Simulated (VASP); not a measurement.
# BN (P-3m1) in VASP: a series of runs, part 2 of 2

VASP 6.6.1. Earlier steps stand in the parts before.

### Step 4. Single point, PBE+D3(BJ)

This run uses another cell than the first one, of 11.04 Å³/atom, 1.102 times its volume.

File INCAR:

```
SYSTEM = BN
PREC     = Accurate       ! precision mode
ENCUT    = 520            ! plane-wave cutoff, eV
EDIFF    = 1E-6           ! SCF threshold, eV
ISMEAR   = 0              ! smearing method
SIGMA    = 0.05           ! smearing width, eV
LREAL    = .FALSE.        ! projectors in reciprocal space
LASPH    = .TRUE.         ! aspherical terms in the spheres
NELM     = 80             ! most SCF steps
ALGO     = Normal         ! electronic algorithm
ISIF     = 2              ! what is computed and relaxed
LWAVE    = .FALSE.        ! write WAVECAR
LCHARG   = .TRUE.         ! write CHGCAR
GGA      = PE             ! functional
IVDW     = 12             ! dispersion correction
LELF     = .TRUE.         ! ELF
LVHAR    = .TRUE.       
NBANDS   = 26             ! bands
```

File KPOINTS:

```
regular mesh
0
G
  10 10 2
  0 0 0
```

File POSCAR:

```
BN
1.0
   -2.5064381127      0.0000000000      0.0000000000
   -1.2532190563     -2.1706390786      0.0000000000
    0.0000000000      0.0000000000     16.2336949040
B N
4 4
Direct
    0.3333333333      0.3333333333      0.7132992895
    0.3333333333      0.3333333333      0.3056996955
    0.6666666667      0.6666666667      0.1018998985
    0.6666666667      0.6666666667      0.5094994925
    0.3333333333      0.3333333333      0.1018998985
    0.3333333333      0.3333333333      0.5094994925
    0.6666666667      0.6666666667      0.7132992895
    0.6666666667      0.6666666667      0.3056996955
```

On the command line:

```console
> cat potpaw_PBE.64/B/POTCAR potpaw_PBE.64/N/POTCAR > POTCAR
> mpirun -np 1 vasp_std > vasp.out
```

Run time: 2 min. Hardware: 1 thread of Intel Xeon Platinum 8175M at 2.50GHz (Skylake/Cascade Lake), shared host; peak memory 0.23 GiB.

It converged, with:

| Property | Result |
| --- | --- |
| Free energy | -71.3341 eV |
| Pressure | 0.2 GPa |
| Largest force | 0.032 eV/Å |
| Band gap on the k mesh | 4.31 eV, indirect (least direct gap 4.71 eV) |
| Dispersion energy per atom | -0.126 eV |

Forces on the atoms (eV/Å):
```
B    0.000  0.000 -0.015
B    0.000  0.000  0.002
B    0.000  0.000  0.015
B    0.000  0.000 -0.002
N    0.000  0.000 -0.032
N    0.000  0.000 -0.002
N    0.000  0.000  0.032
N    0.000  0.000  0.002
```

Stress tensor (GPa, compression positive):
```
 0.33  0.00  0.00
 0.00  0.33  0.00
 0.00  0.00 -0.17
```

Levels at points of the mesh, in eV from the valence-band top:
```csv
k point,band 13,band 14,band 15,band 16,band 17,band 18,band 19,band 20
"(0.00, 0.00, 0.00)",-1.32,-1.32,-1.31,-1.31,4.52,6.18,6.33,8.93
"(0.50, 0.00, 0.00)",-1.36,-1.08,-0.75,-0.52,4.31,4.56,4.98,5.44
"(0.00, 0.00, 0.50)",-1.32,-1.32,-1.31,-1.31,4.62,5.53,7.56,7.73
"(0.50, 0.00, 0.50)",-1.36,-1.08,-0.75,-0.52,4.31,4.56,5.00,5.43
```

A k mesh can miss the band edges.

### Step 5. Single point, PBE+D3(BJ)

This run uses another cell than the first one, of 13.08 Å³/atom, 1.305 times its volume.

File INCAR:

```
SYSTEM = BN
  ALGO = Normal
  EDIFF = 1E-6
  ENCUT = 520
  GGA = PE
  ISIF = 2
  ISMEAR = 0
  IVDW = 12
  LASPH = .TRUE.
  LCHARG = .FALSE.
  LREAL = .FALSE.
  LWAVE = .FALSE.
  NBANDS = 26
  NELM = 100
  PREC = Accurate
  SIGMA = 0.05
```

File KPOINTS:

```
k-points
0
G
  10 10 2
  0 0 0
```

File POSCAR:

```
BN
1.0
   -2.5064381127      0.0000000000      0.0000000000
   -1.2532190563     -2.1706390786      0.0000000000
    0.0000000000      0.0000000000     19.2336949040
B N
4 4
Direct
    0.3333333333      0.3333333333      0.6020415265
    0.3333333333      0.3333333333      0.2580177971
    0.6666666667      0.6666666667      0.0860059324
    0.6666666667      0.6666666667      0.4300296618
    0.3333333333      0.3333333333      0.0860059324
    0.3333333333      0.3333333333      0.4300296618
    0.6666666667      0.6666666667      0.6020415265
    0.6666666667      0.6666666667      0.2580177971
```

Potentials or basis: VASP PAW PBE potentials, release 64 (B, N).

On the command line:

```console
> cat potpaw_PBE.64/B/POTCAR potpaw_PBE.64/N/POTCAR > POTCAR
> mpirun -np 1 vasp_std > vasp.out
```

OUTCAR:

```text
SYSTEM = BN
   EDIFF = 1E-6
   ENCUT = 520
   GGA = PE
   ISIF = 2
   ISMEAR = 0
   IVDW = 12
   LASPH = .TRUE.
   LREAL = .FALSE.
   NELM = 100
   PREC = Accurate
 IVDW          = 12

 ion  position               nearest neighbor table
   1  0.333  0.333  0.602-   7 1.45   7 1.45   7 1.45
   2  0.333  0.333  0.258-   8 1.45   8 1.45   8 1.45
   3  0.667  0.667  0.086-   5 1.45   5 1.45   5 1.45
   4  0.667  0.667  0.430-   6 1.45   6 1.45   6 1.45
   5  0.333  0.333  0.086-   3 1.45   3 1.45   3 1.45
   6  0.333  0.333  0.430-   4 1.45   4 1.45   4 1.45
   7  0.667  0.667  0.602-   1 1.45   1 1.45   1 1.45
[... 915 lines left out ...]
  Total       0.20153     0.20153    -0.02879    -0.00000    -0.00000    -0.00000
  in kB       3.08556     3.08556    -0.44075    -0.00000    -0.00000    -0.00000
  external pressure =        1.91 kB  Pullay stress =        0.00 kB

 VOLUME and BASIS-vectors are now :
 -----------------------------------------------------------------------------
  energy-cutoff  :      520.00
  volume of cell :      104.64
      direct lattice vectors                 reciprocal lattice vectors
    -2.506438113  0.000000000  0.000000000    -0.398972548  0.230346908  0.000000000
    -1.253219056 -2.170639079  0.000000000     0.000000000 -0.460693816  0.000000000
     0.000000000  0.000000000 19.233694904     0.000000000  0.000000000  0.051992090

 POSITION                                       TOTAL-FORCE (eV/Angst)
 -----------------------------------------------------------------------------------
     -1.25322     -0.72355     11.57948         0.000000     -0.000000     -0.020106
     -1.25322     -0.72355      4.96264        -0.000000     -0.000000      0.003220
     -2.50644     -1.44709      1.65421        -0.000000     -0.000000      0.020106
     -2.50644     -1.44709      8.27106        -0.000000      0.000000     -0.003220
     -1.25322     -0.72355      1.65421         0.000000      0.000000     -0.029855
     -1.25322     -0.72355      8.27106         0.000000     -0.000000     -0.002098
     -2.50644     -1.44709     11.57948        -0.000000     -0.000000      0.029855
     -2.50644     -1.44709      4.96264        -0.000000     -0.000000      0.002098
 -----------------------------------------------------------------------------------
    total drift:                               -0.000000     -0.000000      0.000011

  FREE ENERGIE OF THE ION-ELECTRON SYSTEM (eV)
  ---------------------------------------------------
  free  energy   TOTEN  =       -71.3209338834 eV

  energy  without entropy=      -71.3209338834  energy(sigma->0) =      -71.32093388
```

Run time: 2.7 min. Hardware: 1 thread of Intel Xeon Platinum 8175M at 2.50GHz (Skylake/Cascade Lake), shared host; peak memory 0.25 GiB.

Results:

| Property | Result |
| --- | --- |
| Free energy | -71.3209 eV |
| Largest force | 0.030 eV/Å |
| Band gap on the k mesh | 4.31 eV, indirect (least direct gap 4.71 eV) |
| Dispersion energy per atom | -0.124 eV |

Forces in eV/Å, atoms in the order of the input:
```
B    0.000  0.000 -0.020
B    0.000  0.000  0.003
B    0.000  0.000  0.020
B    0.000  0.000 -0.003
N    0.000  0.000 -0.030
N    0.000  0.000 -0.002
N    0.000  0.000  0.030
N    0.000  0.000  0.002
```

### Step 6. Overview

```tsv
cell	gap on the mesh (eV)	pressure (GPa)	largest force (eV/Å)
a = 2.506, b = 2.506, c = 14.734 Å, angles 90.0, 90.0, 60.0°, 8 atoms	4.30	0.1	0.04
a = 2.506, b = 2.506, c = 15.234 Å, angles 90.0, 90.0, 60.0°, 8 atoms	4.31	0.1	0.04
a = 2.506, b = 2.506, c = 16.234 Å, angles 90.0, 90.0, 60.0°, 8 atoms	4.31	0.2	0.03
a = 2.506, b = 2.506, c = 19.234 Å, angles 90.0, 90.0, 60.0°, 8 atoms	4.31	-	0.03
```

Alike in all rows: task single point; level PBE+D3(BJ); potentials or basis VASP PAW PBE potentials, release 64 (B, N); no spin polarisation; k mesh 10 × 10 × 2; cutoff (eV) 520; smearing gaussian 0.05 eV.

Total energies depend on the potentials used, so only differences within one code and one set of settings carry meaning.
